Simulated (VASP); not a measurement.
The system is Ni.

```
Ni
1.0
    -1.38372    1.38372    1.38372
     1.38372   -1.38372    1.38372
     1.38372    1.38372   -1.38372
Ni
1
Direct
  0.00000 0.00000 0.00000
```

Base run:

* Program: VASP 6.6.1
* Functional: PBEsol
* Potentials or basis: VASP PAW PBE potentials, release 64 (Ni)
* Cutoff: 600 eV
* k mesh: 10 × 10 × 10
* Occupations: gaussian, width 0.1 eV
* Spin: collinear spin, ferromagnetic start
* Starting moments: [1.0] μB

Its results: pressure -3.5 GPa; net moment 0.39 μB per cell; site moments Ni +0.40 μB.

The run is repeated on the same cell with these changes: k mesh from 10 × 10 × 10 to 5 × 5 × 5. What comes out?

Pressure 0.2 GPa; net moment 0.88 μB per cell; site moments Ni +0.88 μB.

Caveats: some runs use coarse meshes; the PAW data sets were made with another functional, which shifts forces and pressure a little.
